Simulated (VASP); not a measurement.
# Sb (Fm-3m) in VASP: a series of runs

The runs below take Sb through single point, with PBE.

Program: VASP 6.6.1. These are calculated values, not measurements. Logs are shortened: lines on timing, memory, paths and dates and some standing lists are left out, and cuts for length are marked.

**1. The cell of the first run**

It takes space group Fm-3m (No. 225, cubic). Conventional cell: a = 4.742 Å, b = 4.742 Å, c = 4.742 Å, α = 90.00°, β = 90.00°, γ = 90.00°. Within 4.4 Å of Sb (site symmetry m-3m) lie 12 Sb at 3.35 Å.

**2. Single point, PBE**

INCAR

```
ALGO = Normal ; EDIFF = 1E-6
ENCUT = 520 ; GGA = PE
ISIF = 2 ; ISMEAR = -1
LASPH = True ; LCHARG = False
LREAL = False ; LWAVE = False
NBANDS = 8 ; NELM = 60
PREC = Accurate ; SIGMA = 0.05
```

KPOINTS

```
k-points
0
Gamma
  10 10 10
```

POSCAR

```
Sb
1.0
    0.0000000000      2.3712425216      2.3712425216
    2.3712425216      0.0000000000      2.3712425216
    2.3712425216      2.3712425216      0.0000000000
Sb
1
Direct
    0.0000000000      0.0000000000      0.0000000000
```

Potentials or basis: VASP PAW PBE potentials, release 64 (Sb).

Started as:

```
> cat potpaw_PBE.64/Sb/POTCAR > POTCAR
> mpirun -np 1 vasp_std > vasp.out
```

OUTCAR:

```text
EDIFF = 1E-6
   ENCUT = 520
   GGA = PE
   ISIF = 2
   ISMEAR = -1
   LASPH = True
   LREAL = False
   NELM = 60
   PREC = Accurate

 ion  position               nearest neighbor table
   1  0.000  0.000  0.000-

  LATTYP: Found a face centered cubic cell.
 ALAT       =     4.7424850432

  Lattice vectors:

 A1 = (   0.0000000000,   2.3712425216,   2.3712425216)
 A2 = (   2.3712425216,   0.0000000000,   2.3712425216)
 A3 = (   2.3712425216,   2.3712425216,   0.0000000000)

Analysis of symmetry for initial positions (statically):
=====================================================================
 Subroutine PRICEL returns:
 Original cell was already a primitive cell.

 Routine SETGRP: Setting up the symmetry group for a
 face centered cubic supercell.

 Subroutine GETGRP returns: Found 48 space group operations
[... 9 lines left out ...]

 Routine SETGRP: Setting up the symmetry group for a
 face centered cubic supercell.

 Subroutine GETGRP returns: Found 48 space group operations
[... 11 lines left out ...]
                                     Primitive cell

  volume of cell :      26.6660

  direct lattice vectors                    reciprocal lattice vectors
     0.000000000  2.371242522  2.371242522    -0.210859916  0.210859916  0.210859916
     2.371242522  0.000000000  2.371242522     0.210859916 -0.210859916  0.210859916
     2.371242522  2.371242522  0.000000000     0.210859916  0.210859916 -0.210859916

  length of vectors
     3.353443334  3.353443334  3.353443334     0.365220089  0.365220089  0.365220089

  position of ions in fractional coordinates (direct lattice)
     0.000000000  0.000000000  0.000000000

  ion indices of the primitive-cell ions
   primitive index   ion index
                 1           1

----------------------------------------------------------------------------------------

 KPOINTS: k-points

Automatic generation of k-mesh.
 Grid dimensions read from file:
 generate k-points for:   10   10   10

 Generating k-lattice:

  Cartesian coordinates                     Fractional coordinates (reciprocal lattice)
    -0.021085992  0.021085992  0.021085992     0.100000000  0.000000000  0.000000000
     0.021085992 -0.021085992  0.021085992     0.000000000  0.100000000  0.000000000
     0.021085992  0.021085992 -0.021085992     0.000000000  0.000000000  0.100000000

  Length of vectors
     0.036522009  0.036522009  0.036522009

  Shift w.r.t. Gamma in fractional coordinates (k-lattice)
     0.000000000  0.000000000  0.000000000

 Subroutine IBZKPT returns following result:
 ===========================================

 Found     47 irreducible k-points:

 Following reciprocal coordinates:
            Coordinates               Weight
  0.000000  0.000000  0.000000      1.000000
  0.100000  0.000000  0.000000      8.000000
  0.200000  0.000000  0.000000      8.000000
  0.300000  0.000000  0.000000      8.000000
  0.400000  0.000000  0.000000      8.000000
  0.500000  0.000000  0.000000      4.000000
[... 16 lines left out ...]
  0.300000  0.300000  0.000000      6.000000
  0.400000  0.300000  0.000000     24.000000
 [... further k-points ...]
   k-points           NKPTS =     47   k-points in BZ     NKDIM =     47   number of bands    NBANDS=      8
   number of dos      NEDOS =    301   number of ions     NIONS =      1
   total plane-waves  NPLWV =  21952
   dimension x,y,z NGX =    28 NGY =   28 NGZ =   28
   dimension x,y,z NGXF=    56 NGYF=   56 NGZF=   56
   ions per type =               1
   NGX,Y,Z   is equivalent  to a cutoff of  13.88, 13.88, 13.88 a.u.
   NGXF,Y,Z  is equivalent  to a cutoff of  27.76, 27.76, 27.76 a.u.
 SYSTEM =  unknown system
   PREC   = accura    normal or accurate (medium, high low for compatibility)
   ISTART =      0    job   : 0-new  1-cont  2-samecut
   ICHARG =      2    charge: 1-file 2-atom 10-const
   ISPIN  =      1    spin polarized calculation?
   LNONCOLLINEAR =      F non collinear calculations
   LSORBIT =      F    spin-orbit coupling
   LASPH  =      T    aspherical Exc in radial PAW
   ENCUT  =  520.0 eV  38.22 Ry    6.18 a.u.   6.24  6.24  6.24*2*pi/ulx,y,z
   NELM   =     60;   NELMIN=  2; NELMDL= -5     # of ELM steps
   EDIFF  = 0.1E-05   stopping-criterion for ELM
   LREAL  =      F    real-space projection
   EDIFFG = 0.1E-04   stopping-criterion for IOM
   NSW    =      0    number of steps for IOM
   IBRION =     -1    ionic relax: 0-MD 1-quasi-New 2-CG
   NFREE  =      0    steps in history (QN), initial steepest desc. (CG)
   ISIF   =      2    stress and relaxation
   ISYM   =      2    0-nonsym 1-usesym 2-fastsym
   POTIM  = 0.5000    time-step for ionic-motion
   TEBEG  =    0.0;   TEEND  =   0.0 temperature during run
   PSTRESS=    0.0 pullay stress
   NELECT =       5.0000    total number of electrons
   NUPDOWN=      -1.0000    fix difference up-down
   EMIN   =  10.00;   EMAX   =-10.00  energy-range for DOS
   EFERMI =   0.00;   METHOD = LEGACY
   ISMEAR =    -1;   SIGMA  =   0.05  broadening in eV -4-tet -1-fermi 0-gaus
   EFERMI_NEDOS =   21; number of points for ismear=-14 and -15
   IALGO  =     38    algorithm
   IMIX   =      4    mixing-type and parameters
     AMIX     =   0.40;   BMIX     =  1.00
     AMIX_MAG =   1.60;   BMIX_MAG =  1.00
  volume/ion in A,a.u.               =      26.67       179.95
  Fermi-wavevector in a.u.,A,eV,Ry     =   0.937013  1.770697 11.945820  0.877993
  Thomas-Fermi vector in A             =   2.064081
   LORBIT       =      0    0 simple, 1 ext, 2 COOP (PROOUT), +10 PAW based schemes
   GGA     = PE    functional components
   LHFCALC =     F    Hartree Fock is set to
   AEXX    =    0.0000 exact exchange contribution
   IVDW    =     0    specifies the selected vdW correction
   LEPSILON=     F    determine dielectric tensor
   LRPA    =     F    only Hartree local field effects (RPA)
 non-spin polarized calculation
  energy-cutoff  :      520.00
  volume of cell :       26.67
 maximum number of plane-waves:       728
 NGX is ok and might be reduce to    28
   NGX = 13   NGY = 13   NGZ = 13

 number of electron       5.0000000 magnetization

 Free energy of the ion-electron system (eV)
  ---------------------------------------------------
  ext. energy  EPLUGINS =         0.00000000
  ---------------------------------------------------
  free energy    TOTEN  =        -3.81965525 eV

  energy without entropy =       -3.81292210  energy(sigma->0) =       -3.81628867

 E-fermi :   8.6259     XC(G=0): -10.2771

 val. band max:        8.5750492186   @ k =  -0.4000   0.4000   0.1000
 cond. band min:       8.6645185160   @ k =  -0.2000   0.2000   0.0000
 fundamental gap:      0.0894692974
 Fermi energy:         8.6258926331

 k-point     1 :       0.0000    0.0000    0.0000
  band No.  band energies     occupation
      1      -4.3503      2.00000
      2      14.0436      0.00000
      3      14.0436      0.00000
      4      14.0436      0.00000
      5      18.6368      0.00000
      6      18.6368      0.00000
      7      18.6368      0.00000
      8      18.8944      0.00000

 k-point     2 :       0.1000    0.0000    0.0000
  band No.  band energies     occupation
      1      -4.1506      2.00000
      2      12.3233      0.00000
      3      13.7888      0.00000
      4      13.7888      0.00000
      5      17.5890      0.00000
      6      19.0484      0.00000
      7      19.0484      0.00000
      8      20.8769      0.00000

 k-point     3 :       0.2000    0.0000    0.0000
  band No.  band energies     occupation
      1      -3.5563      2.00000
      2       9.3354      0.00000
      3      13.2638      0.00000
      4      13.2638      0.00000
      5      17.0672      0.00000
      6      19.3969      0.00000
      7      19.3969      0.00000
      8      20.9879      0.00000

 k-point     4 :       0.3000    0.0000    0.0000
  band No.  band energies     occupation
      1      -2.5913      2.00000
      2       6.4380      2.00000
      3      12.7704      0.00000
      4      12.7704      0.00000
      5      16.8285      0.00000
      6      18.6336      0.00000
      7      18.6336      0.00000
      8      19.6682      0.00000

 k-point     5 :       0.4000    0.0000    0.0000
  band No.  band energies     occupation
      1      -1.3638      2.00000
      2       4.0028      2.00000
      3      12.4430      0.00000
      4      12.4430      0.00000
      5      16.8226      0.00000
      6      17.9967      0.00000
      7      17.9967      0.00000
      8      18.6937      0.00000

 k-point     6 :       0.5000    0.0000    0.0000
  band No.  band energies     occupation
      1      -0.5432      2.00000
      2       2.7734      2.00000
      3      12.3298      0.00000
      4      12.3298      0.00000
      5      16.8865      0.00000
      6      17.7725      0.00000
      7      17.7725      0.00000
      8      18.2996      0.00000

 k-point     7 :       0.1000    0.1000    0.0000
  band No.  band energies     occupation
      1      -4.0839      2.00000
      2      13.0082      0.00000
      3      13.0808      0.00000
      4      13.0808      0.00000
      5      16.7642      0.00000
      6      19.8287      0.00000
      7      19.8456      0.00000
      8      19.8456      0.00000
[... 133 lines left out ...]
 k-point    20 :      -0.4000    0.2000    0.0000
  band No.  band energies     occupation
      1      -0.0542      2.00000
      2       3.6698      2.00000
      3       8.2783      1.99809
      4      11.2730      0.00000
      5      15.1047      0.00000
      6      19.8944      0.00000
      7      20.1158      0.00000
      8      23.2520      0.00000

 k-point    21 :      -0.3000    0.2000    0.0000
  band No.  band energies     occupation
      1      -1.1294      2.00000
      2       5.3764      2.00000
      3       8.0807      1.99996
      4      12.0895      0.00000
      5      15.8951      0.00000
      6      19.6646      0.00000
      7      19.8225      0.00000
      8      21.7555      0.00000

 k-point    22 :      -0.2000    0.2000    0.0000
  band No.  band energies     occupation
      1      -2.2663      2.00000
      2       7.4885      2.00000
      3       8.6645      0.63187
      4      13.0348      0.00000
      5      17.0592      0.00000
      6      19.2082      0.00000
      7      19.6017      0.00000
      8      20.1370      0.00000

 k-point    23 :       0.3000    0.3000    0.0000
  band No.  band energies     occupation
      1      -1.9859      2.00000
      2       8.1802      1.99973
      3      10.1664      0.00000
      4      10.1664      0.00000
      5      14.1251      0.00000
      6      14.3774      0.00000
      7      24.1661      0.00000
      8      24.1663      0.00000

 k-point    24 :       0.4000    0.3000    0.0000
  band No.  band energies     occupation
      1      -1.0511      2.00000
      2       6.5680      2.00000
      3       8.8946      0.00922
      4       9.8048      0.00000
      5      13.8069      0.00000
      6      15.0451      0.00000
      7      23.5092      0.00000
      8      24.2204      0.00000

 [... further k-points ...]
[... 5 lines left out ...]
  --------------------------------------------------------------------------------------
  -------------------------------------------------------------------------------------
  Total        0.2872293      0.2872293      0.2872293      0.0000000      0.0000000      0.0000000
  in kB       17.2576372     17.2576372     17.2576372      0.0000000      0.0000000      0.0000000
  external PRESSURE =      17.2576372 kB  Pullay stress =       0.0000000 kB

 VOLUME and BASIS-vectors are now :
 -----------------------------------------------------------------------------
  energy-cutoff  :      520.00
  volume of cell :       26.67
      direct lattice vectors                 reciprocal lattice vectors
     0.000000000  2.371242522  2.371242522    -0.210859916  0.210859916  0.210859916
     2.371242522  0.000000000  2.371242522     0.210859916 -0.210859916  0.210859916
     2.371242522  2.371242522  0.000000000     0.210859916  0.210859916 -0.210859916

 POSITION                                       TOTAL-FORCE (eV/Angst)
 -----------------------------------------------------------------------------------
      0.00000      0.00000      0.00000         0.000000      0.000000      0.000000
 -----------------------------------------------------------------------------------
    total drift:                                0.000000      0.000000      0.000000

  FREE ENERGIE OF THE ION-ELECTRON SYSTEM (eV)
  ---------------------------------------------------
  free  energy   TOTEN  =        -3.8196552491 eV

  energy  without entropy=       -3.8129220980  energy(sigma->0) =       -3.81628867
```

It took 4.7 s on 1 thread of Intel Xeon 6975P-C (Granite Rapids), shared host; peak memory 0.15 GiB.

What came out:

```yaml
Free_energy: -3.8197 eV
Pressure: 1.7 GPa
```

Levels at points of the mesh, in eV from the Fermi level:
```csv
k point,band 1,band 2,band 3,band 4,band 5
"(0.00, 0.00, 0.00)",-12.98,5.42,5.42,5.42,10.01
"(0.50, 0.00, 0.00)",-9.17,-5.85,3.70,3.70,8.26
"(0.50, 0.50, 0.00)",-7.52,-4.95,0.41,0.41,4.18
```

Caveat: spin-orbit coupling is left out, which moves the levels of the heavy elements.

(Part 1 of 3 ends here.)
